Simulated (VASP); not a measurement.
# Si4N (P-1) in VASP: single point with PBE

Aim: the single point of Si4N with PBE.

Program: VASP 6.6.1. These are calculated values, not measurements. Logs are shortened: lines on timing, memory, paths and dates and some standing lists are left out, and cuts for length are marked.

## (1) The cell of the first run

The typed cell holds 10 atoms: a = 2.788 Å, b = 2.788 Å, c = 22.532 Å, α = 90.67°, β = 90.21°, γ = 119.99°.

## (2) Single point, PBE

The input, INCAR:

```
PREC = Accurate
ENCUT = 520
EDIFF = 1E-6
ISMEAR = 0
SIGMA = 0.1
LREAL = F
LASPH = T
NELM = 80
ALGO = Normal
ISIF = 2
LWAVE = F
LCHARG = F
GGA = PE
NBANDS = 32
```

The input, KPOINTS:

```
regular mesh
0
Gamma
  12 12 2
```

The input, POSCAR:

```
Si4N
1.0
    2.7880174295     -0.0007573294     -0.0029859827
   -1.3932050824      2.4152008272      0.0011512594
   -0.0587238940     -0.3483891878     22.5290897224
Si N
8 2
Direct
    0.5060681286      0.0089290825      0.5554264640
    0.5166089384      0.0233110671      0.6644837438
    0.5391237950      0.0555791850      0.8819204105
    0.5283435295      0.0403981161      0.7754053475
    0.4939318714      0.9910709175      0.4445735360
    0.4833910616      0.9766889329      0.3355162562
    0.4608762050      0.9444208150      0.1180795895
    0.4716564705      0.9596018839      0.2245946525
    0.8752476990      0.7261622353      0.9090707728
    0.1247523010      0.2738377647      0.0909292272
```

Potentials or basis: VASP PAW PBE potentials, release 64 (Si, N).

Command:

```bash
$ cat potpaw_PBE.64/Si/POTCAR potpaw_PBE.64/N/POTCAR > POTCAR
$ mpirun -np 1 vasp_std > vasp.out
```

OUTCAR:

```text
PREC = Accurate
   ENCUT = 520
   EDIFF = 1E-6
   ISMEAR = 0
   LREAL = F
   LASPH = T
   NELM = 80
   ISIF = 2
   GGA = PE

 ion  position               nearest neighbor table
   1  0.506  0.009  0.555-   2 2.46   5 2.50
   2  0.517  0.023  0.664-   1 2.46   4 2.50
   3  0.539  0.056  0.882-   9 1.72   9 1.72   9 1.72   4 2.40
   4  0.528  0.040  0.775-   3 2.40   2 2.50
   5  0.494  0.991  0.445-   6 2.46   1 2.50
   6  0.483  0.977  0.336-   5 2.46   8 2.50
   7  0.461  0.944  0.118-  10 1.72  10 1.72  10 1.72   8 2.40
   8  0.472  0.960  0.225-   7 2.40   6 2.50
   9  0.875  0.726  0.909-   3 1.72   3 1.72   3 1.72
  10  0.125  0.274  0.091-   7 1.72   7 1.72   7 1.72

  LATTYP: Found a triclinic cell.
 ALAT       =     2.7883762755
 B/A-ratio  =     0.9998719168
 C/A-ratio  =     8.0806381923
 COS(alpha) =     0.0036729322
 COS(beta)  =     0.0153501649
 COS(gamma) =     0.4999890512

  Lattice vectors:

 A1 = (   1.3948123471,   2.4144434978,  -0.0018347233)
 A2 = (   2.7880174295,  -0.0007573294,  -0.0029859827)
 A3 = (   0.0587238940,   0.3483891878, -22.5290897224)

Analysis of symmetry for initial positions (statically):
=====================================================================
 Subroutine PRICEL returns:
 Original cell was already a primitive cell.

 Routine SETGRP: Setting up the symmetry group for a
 triclinic supercell.

 Subroutine GETGRP returns: Found  2 space group operations
 (whereof  2 operations were pure point group operations)
 out of a pool of  2 trial point group operations.

The static configuration has the point symmetry S_2 .

Analysis of symmetry for dynamics (positions and initial velocities):
=====================================================================
 Subroutine PRICEL returns:
 Original cell was already a primitive cell.

 Routine SETGRP: Setting up the symmetry group for a
 triclinic supercell.

 Subroutine GETGRP returns: Found  2 space group operations
 (whereof  2 operations were pure point group operations)
 out of a pool of  2 trial point group operations.

The dynamic configuration has the point symmetry S_2 .

 Subroutine INISYM returns: Found  2 space group operations
 (whereof  2 operations are pure point group operations),
 and found     1 'primitive' translations

----------------------------------------------------------------------------------------

                                     Primitive cell

  volume of cell :     151.6778

  direct lattice vectors                    reciprocal lattice vectors
     2.788017429 -0.000757329 -0.002985983     0.358738455  0.206935785  0.004135130
    -1.393205082  2.415200827  0.001151259     0.000119347  0.414110036  0.006404097
    -0.058723894 -0.348389188 22.529089722     0.000047541  0.000006266  0.044387278

  length of vectors
     2.788019131  2.788228248 22.531859827     0.414165182  0.414159569  0.044387304

  position of ions in fractional coordinates (direct lattice)
     0.506068129  0.008929083  0.555426464
     0.516608938  0.023311067  0.664483744
     0.539123795  0.055579185  0.881920411
     0.528343529  0.040398116  0.775405347
     0.493931871  0.991070917  0.444573536
     0.483391062  0.976688933  0.335516256
     0.460876205  0.944420815  0.118079589
     0.471656471  0.959601884  0.224594653
     0.875247699  0.726162235  0.909070773
     0.124752301  0.273837765  0.090929227

  ion indices of the primitive-cell ions
   primitive index   ion index
                 1           1
                 2           2
                 3           3
                 4           4
                 5           5
                 6           6
                 7           7
                 8           8
                 9           9
                10          10

----------------------------------------------------------------------------------------

 KPOINTS: regular mesh

Automatic generation of k-mesh.
 Grid dimensions read from file:
 generate k-points for:   12   12    2

 Generating k-lattice:

  Cartesian coordinates                     Fractional coordinates (reciprocal lattice)
     0.029894871  0.017244649  0.000344594     0.083333333 -0.000000000 -0.000000000
     0.000009946  0.034509170  0.000533675     0.000000000  0.083333333  0.000000000
     0.000023770  0.000003133  0.022193639     0.000000000  0.000000000  0.500000000

  Length of vectors
     0.034513765  0.034513297  0.022193652

  Shift w.r.t. Gamma in fractional coordinates (k-lattice)
     0.000000000  0.000000000  0.000000000

 Subroutine IBZKPT returns following result:
 ===========================================

 Found    148 irreducible k-points:

 Following reciprocal coordinates:
            Coordinates               Weight
  0.000000  0.000000  0.000000      1.000000
  0.083333  0.000000  0.000000      2.000000
  0.166667  0.000000  0.000000      2.000000
  0.250000  0.000000 -0.000000      2.000000
  0.333333  0.000000  0.000000      2.000000
  0.416667  0.000000  0.000000      2.000000
[... 16 lines left out ...]
  0.250000  0.166667  0.000000      2.000000
  0.333333  0.166667  0.000000      2.000000
 [... further k-points ...]
   k-points           NKPTS =    148   k-points in BZ     NKDIM =    148   number of bands    NBANDS=     32
   number of dos      NEDOS =    301   number of ions     NIONS =     10
   total plane-waves  NPLWV =  96768
   dimension x,y,z NGX =    24 NGY =   24 NGZ =  168
   dimension x,y,z NGXF=    48 NGYF=   48 NGZF=  336
   ions per type =               8   2
   NGX,Y,Z   is equivalent  to a cutoff of  14.31, 14.31, 12.40 a.u.
   NGXF,Y,Z  is equivalent  to a cutoff of  28.62, 28.62, 24.79 a.u.
 SYSTEM =  unknown system
   PREC   = accura    normal or accurate (medium, high low for compatibility)
   ISTART =      0    job   : 0-new  1-cont  2-samecut
   ICHARG =      2    charge: 1-file 2-atom 10-const
   ISPIN  =      1    spin polarized calculation?
   LNONCOLLINEAR =      F non collinear calculations
   LSORBIT =      F    spin-orbit coupling
   LASPH  =      T    aspherical Exc in radial PAW
   ENCUT  =  520.0 eV  38.22 Ry    6.18 a.u.   5.18  5.18 41.89*2*pi/ulx,y,z
   NELM   =     80;   NELMIN=  2; NELMDL= -5     # of ELM steps
   EDIFF  = 0.1E-05   stopping-criterion for ELM
   LREAL  =      F    real-space projection
   EDIFFG = 0.1E-04   stopping-criterion for IOM
   NSW    =      0    number of steps for IOM
   IBRION =     -1    ionic relax: 0-MD 1-quasi-New 2-CG
   NFREE  =      0    steps in history (QN), initial steepest desc. (CG)
   ISIF   =      2    stress and relaxation
   ISYM   =      2    0-nonsym 1-usesym 2-fastsym
   POTIM  = 0.5000    time-step for ionic-motion
   TEBEG  =    0.0;   TEEND  =   0.0 temperature during run
   PSTRESS=    0.0 pullay stress
   NELECT =      42.0000    total number of electrons
   NUPDOWN=      -1.0000    fix difference up-down
   EMIN   =  10.00;   EMAX   =-10.00  energy-range for DOS
   EFERMI =   0.00;   METHOD = LEGACY
   ISMEAR =     0;   SIGMA  =   0.10  broadening in eV -4-tet -1-fermi 0-gaus
   EFERMI_NEDOS =   21; number of points for ismear=-14 and -15
   IALGO  =     38    algorithm
   IMIX   =      4    mixing-type and parameters
     AMIX     =   0.40;   BMIX     =  1.00
     AMIX_MAG =   1.60;   BMIX_MAG =  1.00
  volume/ion in A,a.u.               =      15.17       102.36
  Fermi-wavevector in a.u.,A,eV,Ry     =   1.067048  2.016428 15.491471  1.138591
  Thomas-Fermi vector in A             =   2.202652
   LORBIT       =      0    0 simple, 1 ext, 2 COOP (PROOUT), +10 PAW based schemes
   GGA     = PE    functional components
   LHFCALC =     F    Hartree Fock is set to
   AEXX    =    0.0000 exact exchange contribution
   IVDW    =     0    specifies the selected vdW correction
   LEPSILON=     F    determine dielectric tensor
   LRPA    =     F    only Hartree local field effects (RPA)
 non-spin polarized calculation
 Gauss-broadening in eV      SIGMA  =   0.10
  energy-cutoff  :      520.00
  volume of cell :      151.68
 maximum number of plane-waves:      4120
 NGX is ok and might be reduce to    24
   NGX = 11   NGY = 11   NGZ = 83

 number of electron      42.0000001 magnetization

 Free energy of the ion-electron system (eV)
  ---------------------------------------------------
  ext. energy  EPLUGINS =         0.00000000
  ---------------------------------------------------
  free energy    TOTEN  =       -60.22997180 eV

  energy without entropy =      -60.21396687  energy(sigma->0) =      -60.22196933

 E-fermi :   7.4383     XC(G=0): -10.2154

 val. band max:        7.4294041726   @ k =   0.1667   0.5000   0.5000
 cond. band min:       7.4450277313   @ k =  -0.3333   0.1667   0.5000
 fundamental gap:      0.0156235588
 Fermi energy:         7.4382913998

 k-point     1 :       0.0000    0.0000    0.0000
  band No.  band energies     occupation
      1     -11.9847      2.00000
      2     -11.9773      2.00000
      3      -5.4704      2.00000
      4      -5.1564      2.00000
      5      -4.5791      2.00000
      6      -3.8984      2.00000
[... 24 lines left out ...]
     31      16.0879      0.00000
     32      16.0901      0.00000

 k-point     2 :       0.0833    0.0000    0.0000
  band No.  band energies     occupation
      1     -11.8618      2.00000
      2     -11.8544      2.00000
      3      -5.3005      2.00000
      4      -4.9876      2.00000
      5      -4.4121      2.00000
      6      -3.7334      2.00000
[... 24 lines left out ...]
     31      15.2874      0.00000
     32      15.4145      0.00000
[... 733 lines left out ...]
     31      11.4265      0.00000
     32      11.6639      0.00000

 k-point    24 :       0.3333    0.1667    0.0000
  band No.  band energies     occupation
      1      -9.3857      2.00000
      2      -9.3819      2.00000
      3      -2.5193      2.00000
      4      -2.5135      2.00000
      5      -0.8567      2.00000
      6      -0.5324      2.00000
[... 24 lines left out ...]
     31      10.8202      0.00000
     32      11.2250      0.00000

 [... further k-points ...]

------------------------ aborting loop because EDIFF is reached ----------------------------------------

  FORCE on cell =-STRESS in cart. coord.  units (eV):
  Direction    XX          YY          ZZ          XY          YZ          ZX
  --------------------------------------------------------------------------------------
  -------------------------------------------------------------------------------------
  Total       -0.0230754     -0.0260353     -0.1145771     -0.0019241      0.0018527     -0.0013622
  in kB       -0.2437462     -0.2750116     -1.2102810     -0.0203239      0.0195700     -0.0143888
  external PRESSURE =      -0.5763463 kB  Pullay stress =       0.0000000 kB

 VOLUME and BASIS-vectors are now :
 -----------------------------------------------------------------------------
  energy-cutoff  :      520.00
  volume of cell :      151.68
      direct lattice vectors                 reciprocal lattice vectors
     2.788017429 -0.000757329 -0.002985983     0.358738455  0.206935785  0.004135130
    -1.393205082  2.415200827  0.001151259     0.000119347  0.414110036  0.006404097
    -0.058723894 -0.348389188 22.529089722     0.000047541  0.000006266  0.044387278

 POSITION                                       TOTAL-FORCE (eV/Angst)
 -----------------------------------------------------------------------------------
      1.36587     -0.17232     12.51175         0.000117     -0.002301      0.000221
      1.36882     -0.17559     14.96870        -0.000229      0.001889     -0.000253
      1.37386     -0.17342     19.86732         0.001112      0.000133      0.025743
      1.37121     -0.17297     17.46765         0.000129     -0.001145      0.000644
     -0.02978      2.23838     10.01550        -0.000117      0.002301     -0.000221
     -0.03273      2.24164      7.55856         0.000229     -0.001889      0.000253
     -0.03778      2.23948      2.65994        -0.001112     -0.000133     -0.025743
     -0.03512      2.23903      5.05961        -0.000129      0.001145     -0.000644
      1.37513      1.43645     20.47876        -0.000998      0.000011     -0.031491
     -0.03904      0.62960      2.04850         0.000998     -0.000011      0.031491
 -----------------------------------------------------------------------------------
    total drift:                               -0.000000     -0.000000      0.000000

  FREE ENERGIE OF THE ION-ELECTRON SYSTEM (eV)
  ---------------------------------------------------
  free  energy   TOTEN  =       -60.2299718003 eV

  energy  without entropy=      -60.2139668692  energy(sigma->0) =      -60.22196933
```

Run time: 8.8 min. Hardware: 1 thread of Intel Xeon Platinum 8488C (Sapphire Rapids), shared host; peak memory 0.65 GiB.

Results:

* Free energy: -60.2300 eV
* Pressure: -0.1 GPa
* Largest force: 0.032 eV/Å
* Band gap on the k mesh: zero (band 21 reaches 12.37 eV, above the bottom of band 22 at 5.14 eV)

Forces on the atoms (eV/Å):
```
Si   0.000 -0.002  0.000
Si   0.000  0.002  0.000
Si   0.001  0.000  0.026
Si   0.000 -0.001  0.001
Si   0.000  0.002  0.000
Si   0.000 -0.002  0.000
Si  -0.001  0.000 -0.026
Si   0.000  0.001 -0.001
N   -0.001  0.000 -0.031
N    0.001  0.000  0.031
```
